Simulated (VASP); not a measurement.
## CuO: single point with PBE+U

CuO:

```
CELL_PARAMETERS angstrom
2.34185 -1.71130 0.00000
2.34185 1.71130 0.00000
-0.85003 0.00000 5.05787
ATOMIC_POSITIONS crystal
Cu 0.50000 0.00000 0.50000
Cu 0.00000 0.50000 0.00000
O 0.41840 0.58160 0.75000
O 0.58160 0.41840 0.25000
```

- Program: VASP 6.6.1
- Task: single point
- Functional: PBE
- Potentials or basis: VASP PAW PBE potentials, release 64 (Cu, O)
- Cutoff: 520 eV
- k mesh: 10 × 10 × 5
- Occupations: fermi-dirac, width 0.05 eV
- Spin: no spin polarisation
- Hubbard terms: Cu d U = 5.3 eV

```json
{
  "Pressure": "2.4 GPa",
  "Largest force": "0.178 eV/Å",
  "Band gap on the k mesh": "zero (bands 17 and 18 overlap by 0.64 eV)"
}
```

Forces on the atoms (eV/Å):
```
Cu   0.000  0.000  0.000
Cu   0.000  0.000  0.000
O    0.000 -0.178  0.000
O    0.000  0.178  0.000
```

Stress tensor (GPa, compression positive):
```
 2.49  0.00 -0.52
 0.00  3.38  0.00
-0.52  0.00  1.22
```

Levels at points of the mesh, in eV from the Fermi level:
```csv
k point,band 13,band 14,band 15,band 16,band 17,band 18,band 19,band 20,band 21,band 22
"(0.00, 0.00, 0.00)",-2.73,-2.71,-2.54,-2.29,0.23,0.98,2.00,6.62,8.50,14.01
"(0.50, 0.00, 0.00)",-3.08,-2.41,-2.18,-1.81,0.08,0.33,5.46,6.91,7.35,11.57
"(0.50, 0.50, 0.00)",-3.31,-3.20,-2.04,-2.02,-1.00,1.13,3.98,7.63,9.18,10.49
```

Eigenvalues of the final occupation matrices:
```tsv
site	spin	trace	eigenvalues
site 1 d	1	4.66	0.79 0.95 0.97 0.97 0.98
site 1 d	2	4.66	0.79 0.95 0.97 0.97 0.98
site 2 d	1	4.66	0.79 0.95 0.97 0.97 0.98
site 2 d	2	4.66	0.79 0.95 0.97 0.97 0.98
```

Wall time 3.5 min on 1 thread of Oxide Virtual Turin-like Processor, on a shared host, peak memory 0.21 GiB.

Caveat: U without spin polarisation on a metal has little footing.
